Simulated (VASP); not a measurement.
Crystal: LiBiSe2.

```xyz
8
Lattice="3.7611 0.0000 0.0000 0.0000 3.7611 0.0000 0.0000 0.0000 10.6379" Properties=species:S:1:pos:R:3 pbc="T T T"
Li    1.8805    0.0000    9.3082
Li    0.0000    1.8805    1.3297
Se    1.8805    0.0000    1.3297
Se    0.0000    1.8805    3.9892
Se    1.8805    0.0000    6.6487
Se    0.0000    1.8805    9.3082
Bi    1.8805    0.0000    3.9892
Bi    0.0000    1.8805    6.6487
```

* Program: VASP 6.6.1
* Task: relaxation of cell and atoms
* Functional: PBEsol
* Potentials or basis: VASP PAW PBE potentials, release 64 (Li_sv, Se, Bi_d)
* Cutoff: 600 eV
* k mesh: 6 × 6 × 2
* Occupations: fermi-dirac, width 0.03 eV
* Spin: no spin polarisation

At the start: pressure 25.2 GPa; volume 18.81 Å³/atom.

Task: How do energy, volume and symmetry change on relaxing?

Result: Over 39 steps the energy falls by 470.8 meV/atom and the volume is 24.69 Å³/atom (+31.3 %); space group P4/nmm (No. 129, to 0.1 Å) before and after.

Step by step:
```csv
step,energy change (eV),largest force (eV/Å),pressure (GPa),volume (Å³)
1,0.0000,3.1766,25.24,150.48
2,-2.8786,1.2826,-5.68,224.66
3,-3.3489,1.4023,-0.78,197.50
4,-3.5365,0.8192,0.16,195.83
5,-3.5592,0.4126,0.88,195.00
6,-3.6349,0.4523,0.31,197.92
7,-3.6663,0.5220,-0.10,200.83
8,-3.6695,0.5559,-0.21,201.97
9,-3.6873,0.4444,-0.61,201.07
10,-3.6932,0.2569,-0.50,201.38
11,-3.7115,0.1993,0.19,198.27
12,-3.7160,0.1945,0.82,195.70
13,-3.7286,0.1656,0.74,195.67
14,-3.7526,0.1008,0.52,195.56
15,-3.7270,0.2179,0.14,195.35
16,-3.7559,0.0779,0.42,195.51
17,-3.7592,0.1346,-0.11,197.10
18,-3.7593,0.1086,-0.03,196.83
19,-3.7610,0.0823,-0.04,197.10
20,-3.7637,0.0317,-0.08,197.86
21,-3.7608,0.1439,-0.15,199.38
22,-3.7640,0.0309,-0.11,198.24
23,-3.7645,0.0316,0.02,197.74
24,-3.7645,0.0311,0.00,197.82
25,-3.7648,0.0281,0.02,197.66
26,-3.7653,0.0477,0.14,197.18
27,-3.7655,0.0416,0.14,197.20
28,-3.7658,0.0245,0.09,197.29
29,-3.7661,0.0309,0.00,197.45
30,-3.7661,0.0288,-0.01,197.44
31,-3.7661,0.0258,-0.01,197.44
32,-3.7662,0.0174,-0.01,197.43
33,-3.7662,0.0225,0.00,197.43
34,-3.7662,0.0162,0.00,197.43
35,-3.7663,0.0144,0.00,197.41
36,-3.7664,0.0218,0.01,197.37
37,-3.7664,0.0102,0.04,197.41
38,-3.7664,0.0129,0.04,197.43
39,-3.7665,0.0100,0.01,197.55
```

Final structure:
```
Li Se Bi
1.0
     4.06543    0.00000    0.00000
     0.00000    4.06543    0.00000
     0.00000    0.00000   11.95252
Li Se Bi
2 4 2
Direct
  0.50000 0.00000 0.88522
  0.00000 0.50000 0.11478
  0.50000 0.00000 0.11767
  0.00000 0.50000 0.37793
  0.50000 0.00000 0.62207
  0.00000 0.50000 0.88233
  0.50000 0.00000 0.33620
  0.00000 0.50000 0.66380
```

Caveat: the cutoff is under 1.25 times the usual one of these potentials, so pressure, stress and relaxed cells hold a basis-set (Pulay) error; the volume moved by over 15 % at a fixed basis, so the end points are rough; the PAW data sets were made with another functional, which shifts forces and pressure a little.
